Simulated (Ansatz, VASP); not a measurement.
# Au in VASP and in Ansatz

```
CELL_PARAMETERS angstrom
2.90000 0.00000 0.00000
-1.45000 2.51147 0.00000
0.00000 0.00000 4.88000
ATOMIC_POSITIONS crystal
Au 0.66667 0.33333 0.25000
Au 0.33333 0.66667 0.75000
```

Alike in both runs: functional PBEsol; k mesh 8 × 8 × 4; occupations fermi-dirac, width 0.05 eV; no spin polarisation.

|  | VASP | Ansatz |
| --- | --- | --- |
| version | VASP 6.6.1 | Ansatz 0.2.0 |
| potentials or method | VASP PAW PBE potentials, release 64 (Au), cutoff 520 eV | all-electron LAPW, scalar-relativistic |
| task | single point | band structure |

|  | VASP | Ansatz | Ansatz less VASP |
| --- | --- | --- | --- |
| gap on the k mesh at the Fermi level (eV) | none | none | - |
| pressure (GPa) | -6.1 | -5.9 | +0.19 |
| traceless stress, the component that is largest in VASP (GPa) | -0.22 | -0.20 | +0.029 |

VASP's potentials were made for PBE, not for PBEsol. A gap of «none» marks a metal or a gap that the smearing closes. Ansatz ran all-electron here, and VASP with PAW potentials.

Neither program's run includes spin-orbit coupling. Noted on Ansatz's run: the k mesh is thin for a metal, which can move the energy by tens of meV per atom.
